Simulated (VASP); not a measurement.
**Al3GaN4: single point with r2SCAN**

Crystal: Al3GaN4.

```xyz
8
Lattice="4.7533 0.0000 0.0000 0.0000 4.7533 0.0000 0.0000 0.0000 4.7533" Properties=species:S:1:pos:R:3 pbc="T T T"
Al    2.3767    2.3767    0.0000
Al    2.3767    0.0000    2.3767
Al    0.0000    2.3767    2.3767
Ga    0.0000    0.0000    0.0000
N     3.5387    3.5387    1.2147
N     3.5387    1.2147    3.5387
N     1.2147    3.5387    3.5387
N     1.2147    1.2147    1.2147
```

This cell differs from its parent crystal: strain +0.080 along x and y, +0.080 along z.

- Program: VASP 6.6.1
- Task: single point
- Functional: r2SCAN
- Potentials or basis: VASP PAW PBE potentials, release 64 (Al, Ga_d, N)
- Cutoff: 520 eV
- k mesh: 6 × 6 × 6
- Occupations: gaussian, width 0.05 eV
- Spin: no spin polarisation

The pressure is -30.2 GPa. The largest force is 0.089 eV/Å and the band gap on the k mesh is 2.26 eV.

Forces on the atoms (eV/Å):
```
Al   0.000  0.000  0.000
Al   0.000  0.000  0.000
Al   0.000  0.000  0.000
Ga   0.000  0.000  0.000
N   -0.051 -0.051  0.051
N   -0.051  0.051 -0.051
N    0.051 -0.051 -0.051
N    0.051  0.051  0.051
```

Levels at points of the mesh, in eV from the valence-band top:
| k point | band 17 | band 18 | band 19 | band 20 | band 21 | band 22 | band 23 | band 24 | band 25 | band 26 |
| --- | --- | --- | --- | --- | --- | --- | --- | --- | --- | --- |
| (0.00, 0.00, 0.00) | -1.67 | -1.67 | 0.00 | 0.00 | 0.00 | 2.26 | 3.76 | 3.76 | 3.76 | 6.20 |
| (0.50, 0.00, 0.00) | -2.34 | -1.02 | -1.02 | -0.81 | -0.81 | 4.98 | 5.07 | 6.17 | 6.17 | 7.28 |
| (0.50, 0.50, 0.00) | -2.21 | -0.75 | -0.54 | -0.46 | -0.46 | 5.87 | 7.14 | 7.14 | 7.48 | 7.73 |
| (0.50, 0.50, 0.50) | -0.59 | -0.59 | -0.34 | -0.34 | -0.34 | 4.23 | 5.85 | 5.85 | 5.85 | 8.96 |

Run time: 2.4 min on 1 thread of Intel(R) Xeon(R) Platinum 8488C (Sapphire Rapids), on a shared host, peak memory 0.25 GiB.

Caveat: the cell differs from its parent crystal (strain +0.080 along x and y, +0.080 along z); the cell stands under tension; the PAW data sets were made with another functional, which shifts forces and pressure a little.
